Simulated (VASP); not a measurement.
Set up this calculation in VASP 6.6.1, as the native input.

- Task: single point
- Functional: PBE
- Potentials or basis: VASP PAW PBE potentials, release 64 (Sb)
- Cutoff: 500 eV
- k mesh: 12 × 12 × 12
- Occupations: gaussian, width 0.1 eV
- Spin: no spin polarisation
- Dipole correction: no
- Further INCAR settings: ALGO = Normal; EDIFF = 1e-06; NBANDS = 12

The structure of Sb lies in POSCAR:

```
Sb
1.0
    2.1316965551      1.2307355799      3.7672502400
   -2.1316965551      1.2307355799      3.7672502400
    0.0000000000     -2.4614711597      3.7672502400
Sb
2
Direct
    0.2363109402      0.2363109402      0.2363109402
    0.7636890598      0.7636890598      0.7636890598
```

This cell differs from its parent crystal: strained.

The input as run:

INCAR

```
SYSTEM = Sb
ALGO     = Normal         ! electronic algorithm
EDIFF    = 1E-6           ! SCF threshold, eV
ENCUT    = 500            ! plane-wave cutoff, eV
GGA      = PE             ! functional
GGA_COMPAT= .False.      
ISIF     = 2              ! what is computed and relaxed
ISMEAR   = 0              ! smearing method
LASPH    = .True.         ! aspherical terms in the spheres
LCHARG   = .False.        ! write CHGCAR
LREAL    = .False.        ! projectors in reciprocal space
LWAVE    = .False.        ! write WAVECAR
NBANDS   = 12             ! bands
NELM     = 120            ! most SCF steps
PREC     = Accurate       ! precision mode
SIGMA    = 0.1            ! smearing width, eV
```

KPOINTS

```
k-points
0
Gamma
  12 12 12
  0 0 0
```

Potentials or basis: VASP PAW PBE potentials, release 64 (Sb).

The run is started by

```bash
$ cat potpaw_PBE.64/Sb/POTCAR > POTCAR
$ mpirun -np 1 vasp_std > vasp.out
```

Results of the run:

```
Pressure               : 3.2 GPa
Largest force          : 0.012 eV/Å
Band gap on the k mesh : zero (bands 5 and 6 overlap by 0.30 eV)
```

Caveat: the cell differs from its parent crystal (strained); the cell stands under pressure; spin-orbit coupling is left out, which moves the levels of the heavy elements.

It took 98 s on 1 thread of Intel Xeon 8259CL, on a shared host, peak memory 0.27 GiB.
